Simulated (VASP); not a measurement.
# Ta2Si2O (P6/mmm) in VASP: single point with PBE

Aim: the single point of Ta2Si2O with PBE.

All numbers are computed with VASP 6.6.1; they aren't measurements. Logs are shortened: lines on timing, memory, paths and dates and some standing lists are left out, and cuts for length are marked.

## 1. The cell of the first run

It takes space group P6/mmm (No. 191, hexagonal). The conventional cell has a = 3.988 Å, b = 3.988 Å, c = 6.684 Å, α = 90.00°, β = 90.00°, γ = 120.00°. Ta (site symmetry 6mm) has 1 O at 1.93 Å and 6 Si at 2.70 Å and 1 Ta at 2.82 Å within 2.9 Å. Within 3.0 Å of Si (site symmetry -6m2) lie 3 Si at 2.30 Å and 6 Ta at 2.70 Å. Within 2.6 Å of O (site symmetry 6/mmm) lie 2 Ta at 1.93 Å.

The cell was generated, and may not be a known phase.

## 2. Single point, PBE

Input file INCAR:

```
SYSTEM = Ta2Si2O
  PREC = Accurate
  ENCUT = 700
  EDIFF = 1E-6
  ISMEAR = 0
  SIGMA = 0.1
  LREAL = .FALSE.
  LASPH = .TRUE.
  NELM = 120
  ALGO = Normal
  ISIF = 2
  LWAVE = .FALSE.
  LCHARG = .FALSE.
  GGA = PE
  NBANDS = 28
  GGA_COMPAT = .FALSE.
```

Input file KPOINTS:

```
Automatic mesh
0
G
  6 6 4
  0 0 0
```

Input file POSCAR:

```
Ta2Si2O
1.0
    3.9884786293      0.0000000028      0.0000000000
   -1.9942393170      3.4541238140      0.0000000000
    0.0000000000      0.0000000000      6.6835142274
Ta Si O
2 2 1
Direct
    0.0000000000      0.0000000000      0.7109309163
    0.0000000000      0.0000000000      0.2890690837
    0.3333333333      0.6666666667      0.5000000000
    0.6666666667      0.3333333333      0.5000000000
    0.0000000000      0.0000000000      0.0000000000
```

Potentials or basis: VASP PAW PBE potentials, release 64 (Ta_sv_GW, Si, O).

Command:

```bash
$ cat potpaw_PBE.64/Ta_sv_GW/POTCAR potpaw_PBE.64/Si/POTCAR potpaw_PBE.64/O/POTCAR > POTCAR
$ mpirun -np 1 vasp_std > vasp.out
```

OUTCAR:

```text
SYSTEM = Ta2Si2O
   PREC = Accurate
   ENCUT = 700
   EDIFF = 1E-6
   ISMEAR = 0
   LREAL = .FALSE.
   LASPH = .TRUE.
   NELM = 120
   ISIF = 2
   GGA = PE

 ion  position               nearest neighbor table
   1  0.000  0.000  0.711-   5 1.93   4 2.70   3 2.70   3 2.70   4 2.70   4 2.70   3 2.70   2 2.82

   2  0.000  0.000  0.289-   5 1.93   4 2.70   3 2.70   3 2.70   4 2.70   4 2.70   3 2.70   1 2.82

   3  0.333  0.667  0.500-   4 2.30   4 2.30   4 2.30   1 2.70   2 2.70   2 2.70   1 2.70   2 2.70
                             1 2.70
   4  0.667  0.333  0.500-   3 2.30   3 2.30   3 2.30   1 2.70   2 2.70   1 2.70   2 2.70   1 2.70
                             2 2.70
   5  0.000  0.000  0.000-   1 1.93   2 1.93

  LATTYP: Found a hexagonal cell.
 ALAT       =     3.9884786293
 C/A-ratio  =     1.6757051619

  Lattice vectors:

 A1 = (   3.9884786293,   0.0000000028,   0.0000000000)
 A2 = (  -1.9942393170,   3.4541238140,   0.0000000000)
 A3 = (   0.0000000000,   0.0000000000,   6.6835142274)

Analysis of symmetry for initial positions (statically):
=====================================================================
 Subroutine PRICEL returns:
 Original cell was already a primitive cell.

 Routine SETGRP: Setting up the symmetry group for a
 hexagonal supercell.

 Subroutine GETGRP returns: Found 24 space group operations
 (whereof 24 operations were pure point group operations)
 out of a pool of 24 trial point group operations.

The static configuration has the point symmetry D_6h.

Analysis of symmetry for dynamics (positions and initial velocities):
=====================================================================
 Subroutine PRICEL returns:
 Original cell was already a primitive cell.

 Routine SETGRP: Setting up the symmetry group for a
 hexagonal supercell.

 Subroutine GETGRP returns: Found 24 space group operations
 (whereof 24 operations were pure point group operations)
 out of a pool of 24 trial point group operations.

The dynamic configuration has the point symmetry D_6h.

 Subroutine INISYM returns: Found 24 space group operations
 (whereof 24 operations are pure point group operations),
 and found     1 'primitive' translations

----------------------------------------------------------------------------------------

                                     Primitive cell

  volume of cell :      92.0768

  direct lattice vectors                    reciprocal lattice vectors
     3.988478629  0.000000003  0.000000000     0.250722166  0.144754510  0.000000000
    -1.994239317  3.454123814  0.000000000    -0.000000000  0.289509020  0.000000000
     0.000000000  0.000000000  6.683514227     0.000000000  0.000000000  0.149621885

  length of vectors
     3.988478629  3.988478629  6.683514227     0.289509020  0.289509020  0.149621885

  position of ions in fractional coordinates (direct lattice)
     0.000000000  0.000000000  0.710930916
     0.000000000  0.000000000  0.289069084
     0.333333333  0.666666667  0.500000000
     0.666666667  0.333333333  0.500000000
     0.000000000  0.000000000  0.000000000

  ion indices of the primitive-cell ions
   primitive index   ion index
                 1           1
                 2           2
                 3           3
                 4           4
                 5           5

----------------------------------------------------------------------------------------

 KPOINTS: Automatic mesh

Automatic generation of k-mesh.
 Grid dimensions read from file:
 generate k-points for:    6    6    4

 Generating k-lattice:

  Cartesian coordinates                     Fractional coordinates (reciprocal lattice)
     0.041787028  0.024125752  0.000000000     0.166666667  0.000000000  0.000000000
    -0.000000000  0.048251503  0.000000000    -0.000000000  0.166666667  0.000000000
     0.000000000  0.000000000  0.037405471     0.000000000  0.000000000  0.250000000

  Length of vectors
     0.048251503  0.048251503  0.037405471

  Shift w.r.t. Gamma in fractional coordinates (k-lattice)
     0.000000000  0.000000000  0.000000000

 Subroutine IBZKPT returns following result:
 ===========================================

 Found     21 irreducible k-points:

 Following reciprocal coordinates:
            Coordinates               Weight
  0.000000  0.000000  0.000000      1.000000
  0.166667 -0.000000  0.000000      6.000000
  0.333333 -0.000000  0.000000      6.000000
  0.500000  0.000000  0.000000      3.000000
  0.166667  0.166667  0.000000      6.000000
  0.333333  0.166667  0.000000     12.000000
[... 13 lines left out ...]
  0.333333  0.166667  0.500000     12.000000
  0.333333  0.333333  0.500000      2.000000
   k-points           NKPTS =     21   k-points in BZ     NKDIM =     21   number of bands    NBANDS=     28
   number of dos      NEDOS =    301   number of ions     NIONS =      5
   total plane-waves  NPLWV =  77760
   dimension x,y,z NGX =    36 NGY =   36 NGZ =   60
   dimension x,y,z NGXF=    72 NGYF=   72 NGZF=  120
   ions per type =               2   2   1
   NGX,Y,Z   is equivalent  to a cutoff of  15.01, 15.01, 14.92 a.u.
   NGXF,Y,Z  is equivalent  to a cutoff of  30.01, 30.01, 29.85 a.u.
 SYSTEM =  Ta2Si2O
   PREC   = accura    normal or accurate (medium, high low for compatibility)
   ISTART =      0    job   : 0-new  1-cont  2-samecut
   ICHARG =      2    charge: 1-file 2-atom 10-const
   ISPIN  =      1    spin polarized calculation?
   LNONCOLLINEAR =      F non collinear calculations
   LSORBIT =      F    spin-orbit coupling
   LASPH  =      T    aspherical Exc in radial PAW
   ENCUT  =  700.0 eV  51.45 Ry    7.17 a.u.   8.60  8.60 14.42*2*pi/ulx,y,z
   NELM   =    120;   NELMIN=  2; NELMDL= -5     # of ELM steps
   EDIFF  = 0.1E-05   stopping-criterion for ELM
   LREAL  =      F    real-space projection
   EDIFFG = 0.1E-04   stopping-criterion for IOM
   NSW    =      0    number of steps for IOM
   IBRION =     -1    ionic relax: 0-MD 1-quasi-New 2-CG
   NFREE  =      0    steps in history (QN), initial steepest desc. (CG)
   ISIF   =      2    stress and relaxation
   ISYM   =      2    0-nonsym 1-usesym 2-fastsym
   POTIM  = 0.5000    time-step for ionic-motion
   TEBEG  =    0.0;   TEEND  =   0.0 temperature during run
   PSTRESS=    0.0 pullay stress
   NELECT =      40.0000    total number of electrons
   NUPDOWN=      -1.0000    fix difference up-down
   EMIN   =  10.00;   EMAX   =-10.00  energy-range for DOS
   EFERMI =   0.00;   METHOD = LEGACY
   ISMEAR =     0;   SIGMA  =   0.10  broadening in eV -4-tet -1-fermi 0-gaus
   EFERMI_NEDOS =   21; number of points for ismear=-14 and -15
   IALGO  =     38    algorithm
   IMIX   =      4    mixing-type and parameters
     AMIX     =   0.40;   BMIX     =  1.00
     AMIX_MAG =   1.60;   BMIX_MAG =  1.00
  volume/ion in A,a.u.               =      18.42       124.27
  Fermi-wavevector in a.u.,A,eV,Ry     =   1.239876  2.343025 20.916124  1.537292
  Thomas-Fermi vector in A             =   2.374340
   LORBIT       =      0    0 simple, 1 ext, 2 COOP (PROOUT), +10 PAW based schemes
   GGA     = PE    functional components
   LHFCALC =     F    Hartree Fock is set to
   AEXX    =    0.0000 exact exchange contribution
   IVDW    =     0    specifies the selected vdW correction
   LEPSILON=     F    determine dielectric tensor
   LRPA    =     F    only Hartree local field effects (RPA)
 non-spin polarized calculation
 Gauss-broadening in eV      SIGMA  =   0.10
  energy-cutoff  :      700.00
  volume of cell :       92.08
 maximum number of plane-waves:      3895
 NGX is ok and might be reduce to    36
   NGX = 17   NGY = 17   NGZ = 29

 number of electron      40.0000000 magnetization

 Free energy of the ion-electron system (eV)
  ---------------------------------------------------
  ext. energy  EPLUGINS =         0.00000000
  ---------------------------------------------------
  free energy    TOTEN  =       -46.73395873 eV

  energy without entropy =      -46.72238118  energy(sigma->0) =      -46.72816995

 E-fermi :   7.4658     XC(G=0): -10.3375

 val. band max:        7.4078733233   @ k =   0.5000   0.0000   0.5000
 cond. band min:       7.6025221113   @ k =   0.3333   0.1667   0.0000
 fundamental gap:      0.1946487880
 Fermi energy:         7.4658297132

 k-point     1 :       0.0000    0.0000    0.0000
  band No.  band energies     occupation
      1     -61.4451      2.00000
      2     -61.4136      2.00000
      3     -28.3954      2.00000
      4     -27.8527      2.00000
      5     -27.8517      2.00000
      6     -27.8517      2.00000
[... 20 lines left out ...]
     27      10.4726      0.00000
     28      10.9815      0.00000

 k-point     2 :       0.1667   -0.0000    0.0000
  band No.  band energies     occupation
      1     -61.4449      2.00000
      2     -61.4134      2.00000
      3     -28.3933      2.00000
      4     -27.8630      2.00000
      5     -27.8545      2.00000
      6     -27.8519      2.00000
[... 20 lines left out ...]
     27      10.6707      0.00000
     28      12.0258      0.00000

 k-point     3 :       0.3333   -0.0000    0.0000
  band No.  band energies     occupation
      1     -61.4445      2.00000
      2     -61.4130      2.00000
      3     -28.3889      2.00000
      4     -27.8853      2.00000
      5     -27.8599      2.00000
      6     -27.8504      2.00000
[... 20 lines left out ...]
     27      10.4572      0.00000
     28      11.1792      0.00000

 k-point     4 :       0.5000    0.0000    0.0000
  band No.  band energies     occupation
      1     -61.4442      2.00000
      2     -61.4128      2.00000
      3     -28.3867      2.00000
      4     -27.8964      2.00000
      5     -27.8626      2.00000
      6     -27.8495      2.00000
[... 485 lines left out ...]
     27      11.2245      0.00000
     28      11.4896      0.00000

 k-point    20 :       0.3333    0.1667    0.5000
  band No.  band energies     occupation
      1     -61.4436      2.00000
      2     -61.4134      2.00000
      3     -28.3121      2.00000
      4     -27.9330      2.00000
      5     -27.8877      2.00000
      6     -27.8654      2.00000
[... 20 lines left out ...]
     27      10.6588      0.00000
     28      12.1747      0.00000

 k-point    21 :       0.3333    0.3333    0.5000
  band No.  band energies     occupation
      1     -61.4435      2.00000
      2     -61.4132      2.00000
      3     -28.3110      2.00000
      4     -27.9325      2.00000
      5     -27.8800      2.00000
      6     -27.8800      2.00000
[... 20 lines left out ...]
     27      10.9482      0.00000
     28      11.1141      0.00000

------------------------ aborting loop because EDIFF is reached ----------------------------------------

  FORCE on cell =-STRESS in cart. coord.  units (eV):
  Direction    XX          YY          ZZ          XY          YZ          ZX
  --------------------------------------------------------------------------------------
  -------------------------------------------------------------------------------------
  Total       -0.0892779     -0.0892779      0.0831851     -0.0000000     -0.0000000      0.0000000
  in kB       -1.5534753     -1.5534753      1.4474583     -0.0000000     -0.0000000      0.0000000
  external PRESSURE =      -0.5531641 kB  Pullay stress =       0.0000000 kB

 VOLUME and BASIS-vectors are now :
 -----------------------------------------------------------------------------
  energy-cutoff  :      700.00
  volume of cell :       92.08
      direct lattice vectors                 reciprocal lattice vectors
     3.988478629  0.000000003  0.000000000     0.250722166  0.144754510  0.000000000
    -1.994239317  3.454123814  0.000000000    -0.000000000  0.289509020  0.000000000
     0.000000000  0.000000000  6.683514227     0.000000000  0.000000000  0.149621885

 POSITION                                       TOTAL-FORCE (eV/Angst)
 -----------------------------------------------------------------------------------
      0.00000      0.00000      4.75152         0.000000     -0.000000     -0.031957
      0.00000      0.00000      1.93200         0.000000      0.000000      0.031957
     -0.00000      2.30275      3.34176        -0.000000      0.000000     -0.000000
      1.99424      1.15137      3.34176        -0.000000     -0.000000     -0.000000
      0.00000      0.00000      0.00000        -0.000000     -0.000000     -0.000000
 -----------------------------------------------------------------------------------
    total drift:                                0.000000     -0.000000     -0.000000

  FREE ENERGIE OF THE ION-ELECTRON SYSTEM (eV)
  ---------------------------------------------------
  free  energy   TOTEN  =       -46.7339587330 eV

  energy  without entropy=      -46.7223811768  energy(sigma->0) =      -46.72816995
```

Run time: 51 s. Hardware: 1 thread of Intel Xeon 6975P-C (Granite Rapids), shared host; peak memory 0.3 GiB.

Results:

* Free energy: -46.7340 eV
* Pressure: -0.1 GPa
* Largest force: 0.032 eV/Å
* Band gap on the k mesh: zero (bands 20 and 21 overlap by 1.32 eV)

Forces in eV/Å, atoms in the order of the input:
```
Ta   0.000  0.000 -0.032
Ta   0.000  0.000  0.032
Si   0.000  0.000  0.000
Si   0.000  0.000  0.000
O    0.000  0.000  0.000
```

Stress tensor (GPa, compression positive):
```
-0.16  0.00  0.00
 0.00 -0.16  0.00
 0.00  0.00  0.14
```

Levels at points of the mesh, in eV from the Fermi level:
| k point | band 18 | band 19 | band 20 | band 21 | band 22 | band 23 |
| --- | --- | --- | --- | --- | --- | --- |
| (0.00, 0.00, 0.00) | -2.42 | -2.42 | -1.02 | -1.02 | -0.93 | 1.42 |
| (0.50, 0.00, 0.00) | -3.21 | -0.08 | 0.19 | 0.71 | 1.05 | 1.08 |
| (0.00, 0.00, 0.50) | -3.35 | -1.59 | -1.09 | -1.09 | -0.92 | 2.62 |
| (0.50, 0.00, 0.50) | -2.88 | -0.43 | -0.06 | 0.98 | 1.05 | 1.08 |

Caveat: spin-orbit coupling is left out, which moves the levels of the heavy elements.

The gap in the log of VASP goes by the Fermi energy; the results here count the filled bands.